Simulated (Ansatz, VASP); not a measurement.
**AsAu3 in VASP and in Ansatz**

```
As Au
1.0
     0.00000    3.33454    3.33454
     3.33454    0.00000    3.33454
     3.33454    3.33454    0.00000
As Au
1 3
Direct
  0.00000 0.00000 0.00000
  0.50000 0.50000 0.50000
  0.25000 0.25000 0.25000
  0.75000 0.75000 0.75000
```

Alike in both runs: task single point; functional PBE; k mesh 9 × 9 × 9; occupations fermi-dirac, width 0.03 eV; no spin polarisation; Hubbard terms Au d U = 4.0 eV.

```csv
,VASP,Ansatz
version,VASP 6.6.1,Ansatz 0.2.0
potentials or method,"VASP PAW PBE potentials, release 64 (As, Au), cutoff 520 eV","all-electron LAPW, scalar-relativistic"
```

VASP gave:

| Property | Result |
| --- | --- |
| gap on the k mesh at the Fermi level (eV) | none |
| pressure (GPa) | -0.5 |

Problem. Estimate Ansatz's values.

Solution. gap on the k mesh at the Fermi level (eV): none; pressure (GPa): 2.9.

The programs project onto different local orbitals, so the same U acts differently, and such runs can settle in different states. A gap of «none» marks a metal or a gap that the smearing closes. Ansatz ran all-electron here, and VASP with PAW potentials. Ansatz's warnings: filled band counts differ across k points.

Spin-orbit coupling is off throughout.
